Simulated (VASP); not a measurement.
Input of a VASP 6.6.1 run:

File INCAR:

```
SYSTEM = Zn
PREC = Accurate ; ENCUT = 520
EDIFF = 1E-7 ; ISMEAR = -1
SIGMA = 0.05 ; LREAL = .FALSE.
LASPH = .TRUE. ; NELM = 60
ALGO = Normal ; ISIF = 2
LWAVE = .FALSE. ; LCHARG = .FALSE.
GGA = PS ; NBANDS = 19
```

The input KPOINTS:

```
regular mesh
0
G
  13 13 13
  0 0 0
```

File POSCAR:

```
Zn
1.0
    0.0000000000      2.1331022007      2.1331022007
    2.1331022007      0.0000000000      2.1331022007
    2.1331022007      2.1331022007      0.0000000000
Zn
2
Direct
   -0.1250000000     -0.1250000000     -0.1250000000
    0.1250000000      0.1250000000      0.1250000000
```

Potentials or basis: VASP PAW PBE potentials, release 64 (Zn).

Launch:

```bash
$ cat potpaw_PBE.64/Zn/POTCAR > POTCAR
$ mpirun -np 1 vasp_std > vasp.out
```

(1) Estimate the band gap on the k mesh.

(2) Estimate the pressure.

## Answers

(1) zero (bands 12 and 13 overlap by 14.56 eV).

(2) 243.5 GPa.

Caveat: the cell stands under pressure; the PAW data sets were made with another functional, which shifts forces and pressure a little.
